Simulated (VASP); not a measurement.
**ZnHg3: relaxation of volume and atoms at fixed shape with LDA**

ZnHg3:

```xyz
4
Lattice="4.5632 0.0000 0.0000 0.0000 4.5632 0.0000 0.0000 0.0000 4.5632" Properties=species:S:1:pos:R:3 pbc="T T T"
Zn    2.2816    2.2816    2.2816
Hg    2.2816    0.0000    0.0000
Hg    0.0000    2.2816    0.0000
Hg    0.0000    0.0000    2.2816
```

```yaml
Program: VASP 6.6.1
Task: relaxation of volume and atoms at fixed shape
Functional: LDA
Potentials_or_basis: VASP PAW LDA potentials, release 64 (Zn, Hg)
Cutoff: 600 eV
k_mesh: 10 × 10 × 10
Occupations: methfessel-paxton, width 0.1 eV
Spin: no spin polarisation
Dipole_correction: no
Further_INCAR_settings: ALGO = Normal; EDIFF = 1e-06; IBRION = 2; EDIFFG = -0.02; NSW = 60; ISIF = 8
```

The relaxed volume is 20.20 Å³/atom, the relaxed cell is a = 4.323 Å, b = 4.323 Å, c = 4.323 Å, α = 90.00°, β = 90.00°, γ = 90.00° and the space group after relaxing (to 0.1 Å) is Pm-3m (No. 221). The energy gained by relaxing is 80.7 meV/atom, the ionic steps are 3 and the pressure after relaxing is -0.1 GPa.

The path:
```tsv
step	energy change (eV)	largest force (eV/Å)	pressure (GPa)	volume (Å³)
1	0.0000	0.0000	-5.75	95.02
2	-0.3005	0.0000	-2.06	83.77
3	-0.3227	0.0000	-0.14	80.78
```

Final structure:
```
Zn Hg
1.0
     4.32287    0.00000    0.00000
     0.00000    4.32287    0.00000
     0.00000    0.00000    4.32287
Zn Hg
1 3
Direct
  0.50000 0.50000 0.50000
  0.50000 0.00000 0.00000
  0.00000 0.50000 0.00000
  0.00000 0.00000 0.50000
```

Levels at points of the mesh, in eV from the Fermi level:
```csv
k point,band 20,band 21,band 22,band 23,band 24,band 25,band 26,band 27,band 28
"(0.00, 0.00, 0.00)",-5.67,-5.67,-0.62,-0.62,-0.62,0.95,0.95,1.47,6.82
"(0.50, 0.00, 0.00)",-6.40,-6.25,-5.67,1.00,1.09,2.73,2.73,2.97,2.97
"(0.50, 0.50, 0.00)",-6.51,-4.74,-3.76,-3.76,-3.61,4.44,4.89,4.89,4.96
"(0.50, 0.50, 0.50)",-5.86,-2.23,-2.18,-2.18,-2.18,-1.55,-1.55,-1.55,-0.62
```

Run time: 2.5 min on 1 thread of Intel(R) Xeon(R) 6975P-C (Granite Rapids), on a shared host, peak memory 0.3 GiB.

Caveat: the highest band is partly filled, so the run has too few bands; spin-orbit coupling is left out, which moves the levels of the heavy elements.
